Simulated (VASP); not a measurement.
# Si (Fd-3m) in VASP: a series of runs

The runs below take Si through single point, with PBEsol.

Everything below comes from runs of VASP 6.6.1. Logs are shortened: lines on timing, memory, paths and dates and some standing lists are left out, and cuts for length are marked.

## Step 1: The cell of the first run

It takes space group Fd-3m (No. 227, cubic). The conventional cell has a = 5.333 Å, b = 5.333 Å, c = 5.333 Å, α = 90.00°, β = 90.00°, γ = 90.00°. Si (site symmetry -43m) has 4 Si at 2.31 Å within 3.1 Å.

## Step 2: Single point, PBEsol, collinear spin, ferromagnetic start (volume scaled by 0.94)

The input, INCAR:

```
SYSTEM = Si
ALGO = Normal ; EDIFF = 1E-7
ENCUT = 520 ; GGA = PS
ISIF = 2 ; ISMEAR = -1
ISPIN = 2 ; LASPH = .TRUE.
LCHARG = .FALSE. ; LORBIT = 11
LREAL = .FALSE. ; LWAVE = .FALSE.
MAGMOM = -0.06 -0.59 ; NBANDS = 15
NELM = 150 ; PREC = Accurate
SIGMA = 0.1
```

The input, KPOINTS:

```
k-points
0
G
  8 8 8
  0 0 0
```

The input, POSCAR:

```
Si
1.0
    0.0000000000      2.6662876123      2.6662876123
    2.6662876123      0.0000000000      2.6662876123
    2.6662876123      2.6662876123      0.0000000000
Si
2
Direct
    0.5000000000      0.5000000000      0.5000000000
    0.7500000000      0.7500000000      0.7500000000
```

Potentials or basis: VASP PAW PBE potentials, release 64 (Si).

Run with:

```
$ cat potpaw_PBE.64/Si/POTCAR > POTCAR
$ mpirun -np 1 vasp_std > vasp.out
```

OUTCAR:

```text
SYSTEM = Si
   EDIFF = 1E-7
   ENCUT = 520
   GGA = PS
   ISIF = 2
   ISMEAR = -1
   ISPIN = 2
   LASPH = .TRUE.
   LORBIT = 11
   LREAL = .FALSE.
   NELM = 150
   PREC = Accurate

 ion  position               nearest neighbor table
   1  0.500  0.500  0.500-   2 2.31   2 2.31   2 2.31   2 2.31
   2  0.750  0.750  0.750-   1 2.31   1 2.31   1 2.31   1 2.31

  LATTYP: Found a face centered cubic cell.
 ALAT       =     5.3325752246

  Lattice vectors:

 A1 = (   0.0000000000,   2.6662876123,   2.6662876123)
 A2 = (   2.6662876123,   0.0000000000,   2.6662876123)
 A3 = (   2.6662876123,   2.6662876123,   0.0000000000)

Analysis of symmetry for initial positions (statically):
=====================================================================
 Subroutine PRICEL returns:
 Original cell was already a primitive cell.

 Routine SETGRP: Setting up the symmetry group for a
 face centered cubic supercell.

 Subroutine GETGRP returns: Found 48 space group operations
 (whereof 24 operations were pure point group operations)
 out of a pool of 48 trial point group operations.

The static configuration has the point symmetry T_d .
 The point group associated with its full space group is O_h .

Analysis of symmetry for dynamics (positions and initial velocities):
=====================================================================
 Subroutine PRICEL returns:
 Original cell was already a primitive cell.

 Routine SETGRP: Setting up the symmetry group for a
 face centered cubic supercell.

 Subroutine GETGRP returns: Found 48 space group operations
 (whereof 24 operations were pure point group operations)
 out of a pool of 48 trial point group operations.

The dynamic configuration has the point symmetry T_d .
 The point group associated with its full space group is O_h .

Analysis of structural, dynamic, and magnetic symmetry:
=====================================================================
 Subroutine PRICEL returns:
 Original cell was already a primitive cell.

 Routine SETGRP: Setting up the symmetry group for a
 face centered cubic supercell.

 Subroutine GETGRP returns: Found 24 space group operations
 (whereof 24 operations were pure point group operations)
 out of a pool of 48 trial point group operations.

The overall configuration has the point symmetry T_d .

 Subroutine INISYM returns: Found 24 space group operations
 (whereof 24 operations are pure point group operations),
 and found     1 'primitive' translations

----------------------------------------------------------------------------------------

                                     Primitive cell

  volume of cell :      37.9098

  direct lattice vectors                    reciprocal lattice vectors
     0.000000000  2.666287612  2.666287612    -0.187526656  0.187526656  0.187526656
     2.666287612  0.000000000  2.666287612     0.187526656 -0.187526656  0.187526656
[... 136 lines left out ...]
 val. band max:        6.3582848471   @ k =   0.0000   0.0000   0.0000
 cond. band min:       6.7684430312   @ k =   0.3750   0.3750   0.0000
 fundamental gap:      0.4101581841
 Fermi energy:         6.5140671339

 spin component 1

 k-point     1 :       0.0000    0.0000    0.0000
  band No.  band energies     occupation
      1      -6.0190      1.00000
      2       6.3583      0.82606
      3       6.3583      0.82606
      4       6.3583      0.82606
      5       8.8954      0.00000
      6       8.8954      0.00000
      7       8.8954      0.00000
      8      10.3181      0.00000
      9      14.0740      0.00000
     10      14.0740      0.00000
     11      14.2965      0.00000
     12      17.6456      0.00000
     13      17.6456      0.00000
     14      17.6456      0.00000
[... 403 lines left out ...]
      4       4.0491      1.00000
      5       9.3537      0.00000
      6       9.4678      0.00000
      7      12.3762      0.00000
      8      13.5508      0.00000
      9      13.9191      0.00000
     10      17.0305      0.00000
     11      18.3820      0.00000
     12      18.9940      0.00000
     13      22.3253      0.00000
     14      22.5551      0.00000
     15      24.9164      0.00000

 [... further k-points ...]

 spin component 2

 k-point     1 :       0.0000    0.0000    0.0000
  band No.  band energies     occupation
      1      -6.0189      1.00000
      2       6.3583      0.82604
      3       6.3583      0.82604
      4       6.3583      0.82604
      5       8.8954      0.00000
      6       8.8954      0.00000
      7       8.8954      0.00000
      8      10.3182      0.00000
      9      14.0740      0.00000
     10      14.0740      0.00000
     11      14.2966      0.00000
     12      17.6456      0.00000
     13      17.6456      0.00000
     14      17.6456      0.00000
[... 403 lines left out ...]
      4       4.0491      1.00000
      5       9.3538      0.00000
      6       9.4678      0.00000
      7      12.3762      0.00000
      8      13.5508      0.00000
      9      13.9191      0.00000
     10      17.0306      0.00000
     11      18.3820      0.00000
     12      18.9941      0.00000
     13      22.3253      0.00000
     14      22.5551      0.00000
     15      24.9165      0.00000

 [... further k-points ...]
[... 5 lines left out ...]
  --------------------------------------------------------------------------------------
  -------------------------------------------------------------------------------------
  Total        1.4374384      1.4374384      1.4374384      0.0000000     -0.0000000      0.0000000
  in kB       60.7503602     60.7503602     60.7503602      0.0000000     -0.0000000      0.0000000
  external PRESSURE =      60.7503602 kB  Pullay stress =       0.0000000 kB

 VOLUME and BASIS-vectors are now :
 -----------------------------------------------------------------------------
  energy-cutoff  :      520.00
  volume of cell :       37.91
      direct lattice vectors                 reciprocal lattice vectors
     0.000000000  2.666287612  2.666287612    -0.187526656  0.187526656  0.187526656
     2.666287612  0.000000000  2.666287612     0.187526656 -0.187526656  0.187526656
     2.666287612  2.666287612  0.000000000     0.187526656  0.187526656 -0.187526656

 POSITION                                       TOTAL-FORCE (eV/Angst)
 -----------------------------------------------------------------------------------
      2.66629      2.66629      2.66629        -0.000000     -0.000000     -0.000000
      3.99943      3.99943      3.99943         0.000000      0.000000      0.000000
 -----------------------------------------------------------------------------------
    total drift:                                0.000000      0.000000      0.000000

  FREE ENERGIE OF THE ION-ELECTRON SYSTEM (eV)
  ---------------------------------------------------
  free  energy   TOTEN  =       -11.4490588240 eV

  energy  without entropy=      -11.4465627592  energy(sigma->0) =      -11.44781079

 total charge

# of ion       s       p       d       tot
------------------------------------------
    1        0.753   0.978   0.000   1.731
    2        0.753   0.978   0.000   1.731
--------------------------------------------------
tot          1.507   1.956   0.000   3.462

 magnetization (x)

# of ion       s       p       d       tot
------------------------------------------
    1        0.000  -0.000   0.000  -0.000
    2        0.000   0.000   0.000   0.000
--------------------------------------------------
tot          0.000   0.000   0.000   0.000
```

OSZICAR:

```text
N       E                     dE             d eps       ncg     rms          rms(c)
DAV:   1     0.751067936149E+01    0.75107E+01   -0.29260E+03  1740   0.402E+02
DAV:   2    -0.110788069859E+02   -0.18589E+02   -0.17793E+02  2308   0.780E+01
DAV:   3    -0.116397322160E+02   -0.56093E+00   -0.55935E+00  2286   0.108E+01
DAV:   4    -0.116429762148E+02   -0.32440E-02   -0.32439E-02  2104   0.105E+00
DAV:   5    -0.116430025483E+02   -0.26334E-04   -0.26334E-04  2293   0.893E-02    0.549E+00
DAV:   6    -0.115231314075E+02    0.11987E+00   -0.11445E-01  2195   0.111E+00    0.323E+00
DAV:   7    -0.114343073731E+02    0.88824E-01   -0.13029E-01  2174   0.125E+00    0.107E+00
DAV:   8    -0.114488475843E+02   -0.14540E-01   -0.68544E-03  2034   0.404E-01    0.319E-01
DAV:   9    -0.114489265119E+02   -0.78928E-04   -0.23376E-04  2216   0.633E-02    0.133E-01
DAV:  10    -0.114490348995E+02   -0.10839E-03   -0.29037E-04  2013   0.622E-02    0.403E-02
DAV:  11    -0.114490518774E+02   -0.16978E-04   -0.24673E-05  2146   0.228E-02    0.286E-02
DAV:  12    -0.114490572820E+02   -0.54046E-05   -0.30529E-06  2097   0.896E-03    0.127E-02
DAV:  13    -0.114490587810E+02   -0.14990E-05   -0.12802E-06  2027   0.520E-03    0.267E-03
DAV:  14    -0.114490588240E+02   -0.43008E-07   -0.13191E-07  2082   0.183E-03
   1 F= -.11449059E+02 E0= -.11447811E+02  d E =-.249606E-02  mag=    -0.0000
```

Run time: 14 s. Hardware: 1 thread of Intel Xeon 6975P-C (Granite Rapids), shared host; peak memory 0.17 GiB.

Results:

- Free energy: -11.4491 eV
- Pressure: 6.1 GPa
- Band gap on the k mesh: 0.41 eV, indirect (least direct gap 2.54 eV)
- Net moment: 0.00 μB per cell
- Valence electrons inside the program's atomic spheres: Si 1.73

Caveat: the PAW data sets were made with another functional, which shifts forces and pressure a little. A k mesh can miss the band edges.

## Step 3: Single point, PBEsol, collinear spin, ferromagnetic start (volume scaled by 0.96)

The input, INCAR:

```
PREC = Accurate ; ENCUT = 520
EDIFF = 1E-6 ; ISMEAR = -1
SIGMA = 0.1 ; LREAL = F
LASPH = T ; NELM = 150
ALGO = Normal ; ISIF = 2
LWAVE = F ; LCHARG = T
ISPIN = 2 ; MAGMOM = -0.06 -0.59
LORBIT = 11 ; GGA = PS
LELF = T ; LVHAR = T
NBANDS = 15
```

The input, KPOINTS:

```
Automatic mesh
0
Gamma
  8 8 8
```

The input, POSCAR:

```
Si
1.0
    0.0000000000      2.6850649043      2.6850649043
    2.6850649043      0.0000000000      2.6850649043
    2.6850649043      2.6850649043      0.0000000000
Si
2
Direct
    0.5000000000      0.5000000000      0.5000000000
    0.7500000000      0.7500000000      0.7500000000
```

Potentials or basis: VASP PAW PBE potentials, release 64 (Si).

Run with:

```
$ cat potpaw_PBE.64/Si/POTCAR > POTCAR
$ mpirun -np 1 vasp_std > vasp.out
```

It took 15 s on 1 thread of Intel Xeon 6975P-C (Granite Rapids), shared host; peak memory 0.17 GiB.

The run converged. Its results:

```yaml
Free_energy: -11.4735 eV
Pressure: 3.7 GPa
Band_gap_on_the_k_mesh: 0.45 eV, indirect (least direct gap 2.53 eV)
Net_moment: 0.00 μB per cell
Valence_electrons_inside_the_program's_atomic_spheres: Si 1.72
```

Levels at points of the mesh, in eV from the valence-band top:
Spin up:
```
           k point  band 2  band 3  band 4  band 5  band 6  band 7
(0.00, 0.00, 0.00)    0.00    0.00    0.00    2.53    2.53    2.53
(0.50, 0.00, 0.00)   -7.18   -1.23   -1.23    1.58    3.26    3.26
(0.50, 0.50, 0.00)   -7.94   -2.96   -2.96    0.52    0.52   10.35
```
Spin down:
| k point | band 2 | band 3 | band 4 | band 5 | band 6 | band 7 |
| --- | --- | --- | --- | --- | --- | --- |
| (0.00, 0.00, 0.00) | 0.00 | 0.00 | 0.00 | 2.53 | 2.53 | 2.53 |
| (0.50, 0.00, 0.00) | -7.18 | -1.23 | -1.23 | 1.58 | 3.26 | 3.26 |
| (0.50, 0.50, 0.00) | -7.94 | -2.96 | -2.96 | 0.52 | 0.52 | 10.35 |

Caveat: the PAW data sets were made with another functional, which shifts forces and pressure a little.
